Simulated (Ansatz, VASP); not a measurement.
**Ir: VASP beside Ansatz**

```xyz
1
Lattice="0.0000 1.9352 1.6449 1.9352 0.0000 1.6449 1.9352 1.9352 0.0000" Properties=species:S:1:pos:R:3 pbc="T T T"
Ir    0.0000    0.0000    0.0000
```

Change from the starting cell: engineering shear strain xy +0.0000, normal strain along z -0.1500.

Alike in both runs: task single point; functional PBE; k mesh 20 × 20 × 20; occupations gaussian, width 0.15 eV; no spin polarisation.

|  | VASP | Ansatz |
| --- | --- | --- |
| version | VASP 6.6.1 | Ansatz 0.2.0 |
| potentials or method | VASP PAW PBE potentials, release 64 (Ir), cutoff 520 eV | scalar-relativistic, plane waves, PAW |
| valence electrons in the cell | 9 | 17 |

```csv
,VASP,Ansatz,Ansatz less VASP
gap on the k mesh at the Fermi level (eV),none,none,-
pressure (GPa),93.2,91.2,-2.07
"traceless stress, the component that is largest in VASP (GPa)",45.61,45.68,+0.065
```

A gap of «none» marks a metal or a gap that the smearing closes. Both programs put the cell under a high pressure, so it lies far from rest at this level. VASP's potentials hold 9 valence electrons a cell and Ansatz's 17, so a difference there can come from the potentials and not from the codes.

Neither program's run includes spin-orbit coupling. Noted on VASP's run: the cell as given lies far from equilibrium.
